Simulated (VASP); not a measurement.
Here is a VASP 6.6.1 calculation.

File POSCAR:

```
BN
1.0
    2.5539396017      0.0000000000      0.0000000000
   -1.2769698009      2.2117765748      0.0000000000
    0.0000000000      0.0000000000      4.2268550000
B N
2 2
Direct
    0.6666666667      0.3333333333      0.9997240000
    0.3333333333      0.6666666667      0.4997240000
    0.6666666667      0.3333333333      0.6016177482
    0.3333333333      0.6666666667      0.1252760000
```

INCAR.step1

```
PREC = Accurate
ENCUT = 520
ISMEAR = 0
SIGMA = 0.05
LREAL = False
LASPH = True
NELM = 100
NBANDS = 16
GGA = PE
ALGO = Normal
EDIFF = 1E-4
LWAVE = True
LCHARG = False
```

Contents of INCAR.step2:

```
PREC = Accurate
ENCUT = 520
EDIFF = 1E-7
ISMEAR = 0
SIGMA = 0.05
LREAL = False
LASPH = True
NELM = 100
ALGO = Normal
ISIF = 2
LWAVE = False
LCHARG = False
METAGGA = R2SCAN
LMIXTAU = True
NBANDS = 16
ISTART = 1
```

Contents of KPOINTS:

```
regular mesh
0
Gamma
  12 12 6
```

Potentials or basis: VASP PAW PBE potentials, release 64 (B, N).

The run is started by

```bash
$ cat potpaw_PBE.64/B/POTCAR potpaw_PBE.64/N/POTCAR > POTCAR
$ cp INCAR.step1 INCAR
$ mpirun -np 1 vasp_std > vasp.out
$ cp INCAR.step2 INCAR
$ mpirun -np 1 vasp_std > vasp.out
```

Task: Estimate the largest force.

Result: 3.358 eV/Å.

Task: Estimate the pressure.

Result: -1.5 GPa.

Forces on the atoms (eV/Å):
```
B    0.000  0.000 -0.405
B    0.000  0.000 -1.409
N    0.000  0.000  3.358
N    0.000  0.000 -1.544
```

Caveat: the cell differs from its parent crystal (atom 3 (N) moved by (+0.000, -0.100) A along [1 1 0] and z); the PAW data sets were made with another functional, which shifts forces and pressure a little.
